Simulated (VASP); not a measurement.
Runs of VASP 6.6.1 on Rh. The structure is that of space group Fm-3m (No. 225), or close to it. The cells are those of the table. 

```csv
cell,further INCAR settings,gap on the mesh (eV),pressure (GPa)
"a = 2.742, b = 2.742, c = 2.708 Å, angles 60.4, 60.4, 59.2°, 1 atom",ALGO = Fast; EDIFF = 1e-07; NBANDS = 14,none,-5.7
"a = 2.709, b = 2.709, c = 2.640 Å, angles 60.8, 60.8, 58.3°, 1 atom",ALGO = Fast; EDIFF = 1e-06; NBANDS = 14,none,7.7
"a = 2.675, b = 2.675, c = 2.708 Å, angles 59.6, 59.6, 60.8°, 1 atom",ALGO = Fast; EDIFF = 1e-06; NBANDS = 14,none,(a)
"a = 2.675, b = 2.675, c = 2.640 Å, angles 60.4, 60.4, 59.2°, 1 atom",ALGO = Fast; EDIFF = 1e-06; NBANDS = 14,none,(b)
"a = 2.744, b = 2.744, c = 2.640 Å, angles 61.2, 61.2, 57.5°, 1 atom",ALGO = Fast; EDIFF = 1e-06; NBANDS = 14,none,1.5
```

Alike in all rows: task single point; level PBE; potentials or basis VASP PAW PBE potentials, release 64 (Rh_pv); no spin polarisation; k mesh 26 × 26 × 26; cutoff (eV) 520; smearing gaussian 0.15 eV.

Problem. Fill in the values left out.

Solution. (a) 7.2; (b) 15.1.

Caveats: the stress differs along the axes, from -9 to -4 GPa (at least some runs); the stress differs along the axes, from -1 to 12 GPa (at least some runs); the stress differs along the axes, from 5 to 11 GPa (at least some runs); the stress differs along the axes, from 10 to 17 GPa (at least some runs); the stress differs along the axes, from -10 to 7 GPa (at least some runs).

A k mesh can miss the band edges, and the runs leave out spin-orbit coupling on Rh.

A gap of «none» marks levels without a gap at the run's occupations.
